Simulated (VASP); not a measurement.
Runs of VASP 6.6.1 on Nb. The structure is that of space group Im-3m (No. 229), or close to it. The cells are those of the table. 

```csv
task,cell,k mesh,cutoff (eV),smearing,gap on the mesh (eV),pressure (GPa),relaxed volume (Å³/atom)
single point,"a = 2.815 Å, angles 109.5°, 1 atom",18 × 18 × 18,520,fermi-dirac 0.15 eV,none,-0.2,-
relaxation of cell and atoms,"relaxed from a = 2.813 Å, angles 109.5°, 1 atom",18 × 18 × 18,600,fermi-dirac 0.15 eV,none,0.0,17.16
single point,"a = 2.813 Å, angles 109.5°, 1 atom",18 × 18 × 18,520,gaussian 0.1 eV,none,-0.2,-
relaxation of cell and atoms,"relaxed from a = 2.817 Å, angles 109.5°, 1 atom",18 × 18 × 18,600,gaussian 0.1 eV,none,0.0,(a)
single point,"a = 2.873 Å, angles 109.5°, 1 atom",8 × 8 × 8,520,gaussian 0.1 eV,none,-10.6,-
```

Alike in all rows: level LDA; potentials or basis VASP PAW LDA potentials, release 64 (Nb_sv); no spin polarisation.

Task: Fill in the values left out.

Result: (a) 17.12.

Caveats: the cell stands under tension (at least some runs).

A k mesh can miss the band edges, and the runs leave out spin-orbit coupling on Nb.

A gap of «none» marks levels without a gap at the run's occupations.
